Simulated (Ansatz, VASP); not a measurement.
**InSe in VASP and in Ansatz**

The input INCAR:

```
PREC     = Accurate       # precision mode
ENCUT    = 520            # plane-wave cutoff, eV
EDIFF    = 1E-7           # SCF threshold, eV
ISMEAR   = 0              # smearing method
SIGMA    = 0.05           # smearing width, eV
LREAL    = False          # projectors in reciprocal space
LASPH    = True           # aspherical terms in the spheres
NELM     = 60             # most SCF steps
ALGO     = Normal         # electronic algorithm
ISIF     = 2              # what is computed and relaxed
LWAVE    = False          # write WAVECAR
LCHARG   = False          # write CHGCAR
LDIPOL   = True         
IDIPOL   = 3            
DIPOL    = 0.5 0.5 0.412
GGA      = PE             # functional
IVDW     = 12             # dispersion correction
NBANDS   = 48             # bands
```

File KPOINTS:

```
regular mesh
0
Gamma
  9 9 1
```

POSCAR

```
InSe
1.0
    4.0266104108      0.0000000000      0.0000000000
   -2.0133052054      3.4871469069      0.0000000000
    0.0000000000      0.0000000000     28.2707105452
Se In
4 4
Direct
    0.0000000000      0.0000000000      0.1591753413
    0.0000000000      0.0000000000      0.3496677332
    0.6666666667      0.2222222222      0.4738244994
    0.6666666667      0.2222222222      0.6643168913
    0.6666666667      0.3333333333      0.2049979888
    0.6666666667      0.3333333333      0.3038451603
    0.0000000000     -0.1111111111      0.5196471469
    0.0000000000     -0.1111111111      0.6184943184
```

Input for Ansatz:

```yaml
crystal:
  lattice:
    - [4.026610364, 0.0, 0.0]
    - [-2.013305182, 3.4871468663, 0.0]
    - [0.0, 0.0, 28.2707108021]
  atoms:
    - { symbol: Se, position: [0.0, 0.0, 0.1591753399] }
    - { symbol: In, position: [0.6666666667, 0.3333333333, 0.2049979895] }
    - { symbol: In, position: [0.6666666667, 0.3333333333, 0.3038451603] }
    - { symbol: Se, position: [0.0, 0.0, 0.3496677346] }
    - { symbol: Se, position: [0.6666666667, 0.2222222222, 0.4738244997] }
    - { symbol: In, position: [0.0, -0.1111111111, 0.5196471493] }
    - { symbol: In, position: [0.0, -0.1111111111, 0.6184943201] }
    - { symbol: Se, position: [0.6666666667, 0.2222222222, 0.6643168944] }
basis:
  ecutwfc: 420
kpoints:
  mp_grid: { grid: [9, 9, 1] }
hamiltonian:
  xc: pbe
  pseudopotentials: { kind: paw, azcp: { folder: soft_1 } }
  dispersion: d3bj
scf:
  occupations: { method: gaussian, width: 0.05 }
output:
  forces: true
  eigenvalues: true
efield:
  axis: 3
  dipole_correction: true
  ramp_width: 0.04
```

Alike in both runs: task single point; functional PBE; dispersion D3(BJ); k mesh 9 × 9 × 1; occupations gaussian, width 0.05 eV; no spin polarisation.

|  | VASP | Ansatz |
| --- | --- | --- |
| version | VASP 6.6.1 | Ansatz 0.2.0 |
| potentials or method | VASP PAW PBE potentials, release 64 (Se, In_d), cutoff 520 eV | scalar-relativistic, plane waves, PAW |
| valence electrons in the cell | 76 | 116 |

```tsv
	VASP	Ansatz	Ansatz less VASP
gap on the k mesh at the Fermi level (eV)	1.22	1.23	+0.011
least direct gap on the mesh (eV)	1.26	1.27	+0.009
rms of the force components (eV/Å)	0.023	0.020	-0.0025
```

VASP's potentials hold 76 valence electrons a cell and Ansatz's 116, so a difference there can come from the potentials and not from the codes.
